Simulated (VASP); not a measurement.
Wanted: the native input for a VASP 6.6.1 run.

| Property | Result |
| --- | --- |
| Task | single point |
| Functional | LDA |
| Potentials or basis | VASP PAW LDA potentials, release 64 (Li_sv, F) |
| Cutoff | 520 eV |
| k mesh | 9 × 9 × 6 |
| Occupations | gaussian, width 0.05 eV |
| Spin | no spin polarisation |
| Dipole correction | no |
| Further INCAR settings | ALGO = Normal; EDIFF = 1e-06; NBANDS = 18 |

The structure of LiF lies in POSCAR:

```
LiF
1.0
    2.9772860081      0.0000000000      0.0000000000
   -1.4886430040      2.5784053173      0.0000000000
    0.0000000000      0.0000000000      4.3623194590
Li F
2 2
Direct
    0.3333333333      0.6666666667      0.3839784076
    0.6666666667      0.3333333333      0.8839784076
    0.3333333333      0.6666666667      0.9910195924
    0.6666666667      0.3333333333      0.4910195924
```

These files were run (other wordings do the same):

INCAR

```
SYSTEM = LiF
  PREC = Accurate
  ENCUT = 520
  EDIFF = 1E-6
  ISMEAR = 0
  SIGMA = 0.05
  LREAL = .False.
  LASPH = .True.
  NELM = 80
  ALGO = Normal
  ISIF = 2
  LWAVE = .False.
  LCHARG = .False.
  NBANDS = 18
```

KPOINTS

```
regular mesh
0
Gamma
  9 9 6
  0 0 0
```

Potentials or basis: VASP PAW LDA potentials, release 64 (Li_sv, F).

Launch:

```sh
$ cat potpaw_LDA.64/Li_sv/POTCAR potpaw_LDA.64/F/POTCAR > POTCAR
$ mpirun -np 1 vasp_std > vasp.out
```

Results of the run:

```yaml
Largest_force: 0.421 eV/Å
Band_gap_on_the_k_mesh: 8.34 eV
```

Caveat: an odd mesh through Γ misses points on the zone boundary, where band edges can lie.

It took 22 s on 1 thread of Intel Xeon 8259CL (shared host), peak memory 0.14 GiB.
